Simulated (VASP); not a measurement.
The system is TaSi2.

```xyz
9
Lattice="4.7800 0.0000 0.0000 -2.3900 4.1396 0.0000 0.0000 0.0000 6.5640" Properties=species:S:1:pos:R:3 pbc="T T T"
Ta   -1.1950    2.0698    1.0940
Ta    1.1950    2.0698    5.4700
Ta    2.3900    0.0000    3.2820
Si    1.1949    0.6899    1.0940
Si   -1.1951    3.4497    5.4700
Si    2.3900    2.7599    3.2820
Si    1.1951    3.4497    1.0940
Si    3.5851    0.6899    5.4700
Si    0.0000    1.3797    3.2820
```

Base run:

```yaml
Program: VASP 6.6.1
Functional: r2SCAN
Potentials_or_basis: VASP PAW PBE potentials, release 64 (Ta_pv, Si)
Cutoff: 520 eV
k_mesh: 5 × 5 × 3
Occupations: fermi-dirac, width 0.05 eV
Spin: no spin polarisation
Hubbard_terms: Ta d U = 2.0 eV
```

Its results: band gap on the k mesh zero (an odd number of electrons rules out a gap without spin polarisation); pressure 3.4 GPa; largest force 0.906 eV/Å.

Question: The run is repeated on the same cell with these changes: k mesh from 5 × 5 × 3 to 7 × 7 × 4; hubbard terms from Ta d U = 2.0 eV to none. What comes out?

Answer: Band gap on the k mesh zero (an odd number of electrons rules out a gap without spin polarisation); pressure 0.4 GPa; largest force 0.843 eV/Å.

Several settings changed at once.

Caveats: the PAW data sets were made with another functional, which shifts forces and pressure a little; spin-orbit coupling is left out, which moves the levels of the heavy elements; the cell stands under pressure (at least some runs); U without spin polarisation on a metal has little footing (at least some runs); the U is typed as a test and isn't derived for this compound (at least some runs).
